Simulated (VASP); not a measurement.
# Ta3W (Fm-3m) in VASP: a series of runs, part 2 of 2

VASP 6.6.1. Earlier steps stand in the parts before.

### 3 Single point, LDA

This run uses another cell than the first one, of 17.44 Å³/atom, 1.042 times its volume.

Input file INCAR:

```
SYSTEM = Ta3W
PREC = Accurate
ENCUT = 520
EDIFF = 1E-6
ISMEAR = -1
SIGMA = 0.1
LREAL = .FALSE.
LASPH = .TRUE.
NELM = 60
ALGO = Normal
ISIF = 2
LWAVE = .FALSE.
LCHARG = .FALSE.
NBANDS = 32
```

Input file KPOINTS:

```
Automatic mesh
0
G
  6 6 6
  0 0 0
```

Input file POSCAR:

```
Ta3W
1.0
    0.0000000000      3.2671730000      3.2671730000
    3.2671730000      0.0000000000      3.2671730000
    3.2671730000      3.2671730000      0.0000000000
Ta W
3 1
Direct
    0.2500000000      0.2500000000      0.2500000000
    0.7500000000      0.7500000000      0.7500000000
    0.5000000000      0.5000000000      0.5000000000
    0.0000000000      0.0000000000      0.0000000000
```

Potentials or basis: VASP PAW LDA potentials, release 64 (Ta_pv, W_sv).

Started as:

```console
$ cat potpaw_LDA.64/Ta_pv/POTCAR potpaw_LDA.64/W_sv/POTCAR > POTCAR
$ mpirun -np 1 vasp_std > vasp.out
```

OUTCAR:

```text
SYSTEM = Ta3W
   PREC = Accurate
   ENCUT = 520
   EDIFF = 1E-6
   ISMEAR = -1
   LREAL = .FALSE.
   LASPH = .TRUE.
   NELM = 60
   ISIF = 2

 ion  position               nearest neighbor table
   1  0.250  0.250  0.250-   4 2.83   4 2.83   3 2.83   4 2.83   3 2.83   3 2.83   4 2.83   3 2.83
                             2 3.27   2 3.27   2 3.27   2 3.27   2 3.27   2 3.27
   2  0.750  0.750  0.750-   3 2.83   3 2.83   3 2.83   4 2.83   4 2.83   4 2.83   3 2.83   4 2.83
                             1 3.27   1 3.27   1 3.27   1 3.27   1 3.27   1 3.27
   3  0.500  0.500  0.500-   1 2.83   1 2.83   1 2.83   2 2.83   2 2.83   2 2.83   1 2.83   2 2.83
                             4 3.27   4 3.27   4 3.27   4 3.27   4 3.27   4 3.27
   4  0.000  0.000  0.000-   2 2.83   2 2.83   1 2.83   2 2.83   1 2.83   1 2.83   2 2.83   1 2.83
                             3 3.27   3 3.27   3 3.27   3 3.27   3 3.27   3 3.27

  LATTYP: Found a face centered cubic cell.
 ALAT       =     6.5343460000

  Lattice vectors:

 A1 = (   0.0000000000,   3.2671730000,   3.2671730000)
 A2 = (   3.2671730000,   0.0000000000,   3.2671730000)
 A3 = (   3.2671730000,   3.2671730000,   0.0000000000)

Analysis of symmetry for initial positions (statically):
=====================================================================
 Subroutine PRICEL returns:
 Original cell was already a primitive cell.

 Routine SETGRP: Setting up the symmetry group for a
 face centered cubic supercell.

 Subroutine GETGRP returns: Found 48 space group operations
 (whereof 48 operations were pure point group operations)
 out of a pool of 48 trial point group operations.

The static configuration has the point symmetry O_h .

Analysis of symmetry for dynamics (positions and initial velocities):
=====================================================================
 Subroutine PRICEL returns:
 Original cell was already a primitive cell.

 Routine SETGRP: Setting up the symmetry group for a
 face centered cubic supercell.

 Subroutine GETGRP returns: Found 48 space group operations
 (whereof 48 operations were pure point group operations)
[... 117 lines left out ...]
     AMIX_MAG =   1.60;   BMIX_MAG =  1.00
  volume/ion in A,a.u.               =      17.44       117.67
  Fermi-wavevector in a.u.,A,eV,Ry     =   1.435243  2.712215 28.026932  2.059921
  Thomas-Fermi vector in A             =   2.554563
   LORBIT       =      0    0 simple, 1 ext, 2 COOP (PROOUT), +10 PAW based schemes
   GGA     = CA    functional components
   LHFCALC =     F    Hartree Fock is set to
   AEXX    =    0.0000 exact exchange contribution
   IVDW    =     0    specifies the selected vdW correction
   LEPSILON=     F    determine dielectric tensor
   LRPA    =     F    only Hartree local field effects (RPA)
 non-spin polarized calculation
  energy-cutoff  :      520.00
  volume of cell :       69.75
 maximum number of plane-waves:      1895
 NGX is ok and might be reduce to    36
   NGX = 17   NGY = 17   NGZ = 17

 number of electron      47.0000000 magnetization

 Free energy of the ion-electron system (eV)
  ---------------------------------------------------
  ext. energy  EPLUGINS =         0.00000000
  ---------------------------------------------------
  free energy    TOTEN  =       -52.78138010 eV

  energy without entropy =      -52.63741340  energy(sigma->0) =      -52.70939675

 E-fermi :   6.5656     XC(G=0): -13.0442

 val. band max:        6.5613532238   @ k =   0.3333   0.1667   0.0000
 cond. band min:       6.5822826750   @ k =   0.5000   0.3333   0.0000
 fundamental gap:      0.0209294512
 Fermi energy:         6.5655916840

 k-point     1 :       0.0000    0.0000    0.0000
  band No.  band energies     occupation
      1     -66.2228      2.00000
      2     -30.7165      2.00000
      3     -30.7165      2.00000
      4     -30.7165      2.00000
      5     -27.0999      2.00000
      6     -27.0999      2.00000
[... 549 lines left out ...]
     31      11.1901      0.00000
     32      11.3060      0.00000

------------------------ aborting loop because EDIFF is reached ----------------------------------------

  FORCE on cell =-STRESS in cart. coord.  units (eV):
  Direction    XX          YY          ZZ          XY          YZ          ZX
  --------------------------------------------------------------------------------------
  -------------------------------------------------------------------------------------
  Total       -4.0273168     -4.0273168     -4.0273168     -0.0000000      0.0000000     -0.0000000
  in kB      -92.5081486    -92.5081486    -92.5081486     -0.0000000      0.0000000     -0.0000000
  external PRESSURE =     -92.5081486 kB  Pullay stress =       0.0000000 kB

 VOLUME and BASIS-vectors are now :
 -----------------------------------------------------------------------------
  energy-cutoff  :      520.00
  volume of cell :       69.75
      direct lattice vectors                 reciprocal lattice vectors
     0.000000000  3.267173000  3.267173000    -0.153037504  0.153037504  0.153037504
     3.267173000  0.000000000  3.267173000     0.153037504 -0.153037504  0.153037504
     3.267173000  3.267173000  0.000000000     0.153037504  0.153037504 -0.153037504

 POSITION                                       TOTAL-FORCE (eV/Angst)
 -----------------------------------------------------------------------------------
      1.63359      1.63359      1.63359        -0.000000     -0.000000     -0.000000
      4.90076      4.90076      4.90076         0.000000      0.000000      0.000000
      3.26717      3.26717      3.26717        -0.000000      0.000000      0.000000
      0.00000      0.00000      0.00000        -0.000000      0.000000      0.000000
 -----------------------------------------------------------------------------------
    total drift:                                0.000000      0.000000      0.000000

  FREE ENERGIE OF THE ION-ELECTRON SYSTEM (eV)
  ---------------------------------------------------
  free  energy   TOTEN  =       -52.7813801049 eV

  energy  without entropy=      -52.6374133959  energy(sigma->0) =      -52.70939675
```

Wall time 20 s (1 thread of Intel Xeon 6975P-C (Granite Rapids), shared host); peak memory 0.18 GiB.

What came out:

```yaml
Free_energy: -52.7814 eV
Pressure: -9.3 GPa
```

Levels at points of the mesh, in eV from the Fermi level:
```csv
k point,band 20,band 21,band 22,band 23,band 24,band 25,band 26,band 27
"(0.00, 0.00, 0.00)",-1.34,-1.34,-1.34,0.42,0.42,0.42,3.45,3.45
"(0.50, 0.00, 0.00)",-1.83,-1.59,-1.49,-1.49,-1.12,-1.12,3.44,3.44
"(0.50, 0.50, 0.00)",-1.43,-1.05,0.81,0.81,1.20,1.20,1.75,1.75
```

Caveat: spin-orbit coupling is left out, which moves the levels of the heavy elements.
